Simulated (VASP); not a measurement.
Set up this calculation in VASP 6.6.1, as the native input.

- Task: single point
- Functional: PBE
- Potentials or basis: VASP PAW PBE potentials, release 64 (S)
- Cutoff: 520 eV
- k mesh: 4 × 4 × 4
- Occupations: gaussian, width 0.1 eV
- Spin: no spin polarisation
- Dipole correction: no
- Further INCAR settings: ALGO = Normal; EDIFF = 1e-06; NBANDS = 20

The structure of S lies in POSCAR:

```
S
1.0
    5.1574346300      0.0000000000      0.0000000000
    0.0000000000      5.1574346300      0.0000000000
    0.0000000000      0.0000000000      5.0747675392
S
4
Direct
    0.3083227059      0.5000000000      0.5000000000
    0.6916772941      0.5000000000      0.5000000000
    0.5000000000      0.3083227059      0.0000000000
    0.5000000000      0.6916772941      0.0000000000
```

The cell was generated, and may not be a known phase.

One way to write it, as run:

INCAR

```
SYSTEM = S
PREC     = Accurate       ! precision mode
ENCUT    = 520            ! plane-wave cutoff, eV
EDIFF    = 1E-6           ! SCF threshold, eV
ISMEAR   = 0              ! smearing method
SIGMA    = 0.1            ! smearing width, eV
LREAL    = .FALSE.        ! projectors in reciprocal space
LASPH    = .TRUE.         ! aspherical terms in the spheres
NELM     = 80             ! most SCF steps
ALGO     = Normal         ! electronic algorithm
ISIF     = 2              ! what is computed and relaxed
LWAVE    = .FALSE.        ! write WAVECAR
LCHARG   = .FALSE.        ! write CHGCAR
GGA      = PE             ! functional
NBANDS   = 20             ! bands
```

KPOINTS

```
Automatic mesh
0
G
  4 4 4
  0 0 0
```

Potentials or basis: VASP PAW PBE potentials, release 64 (S).

The run is started by

```console
$ cat potpaw_PBE.64/S/POTCAR > POTCAR
$ mpirun -np 1 vasp_std > vasp.out
```

It gave:

| Quantity | Value |
| --- | --- |
| Pressure | -0.1 GPa |
| Largest force | 0.183 eV/Å |
| Band gap on the k mesh | zero (bands 12 and 13 overlap by 0.38 eV) |

Caveat: this functional lacks dispersion, which holds the molecules together, so the pressure and a relaxed volume are unreliable; this functional lacks dispersion, which binds layers or chains, so the pressure and a relaxed spacing across them are unreliable.

Run time: 37 s on 1 thread of Oxide Virtual Turin-like Processor (shared host), peak memory 0.2 GiB.
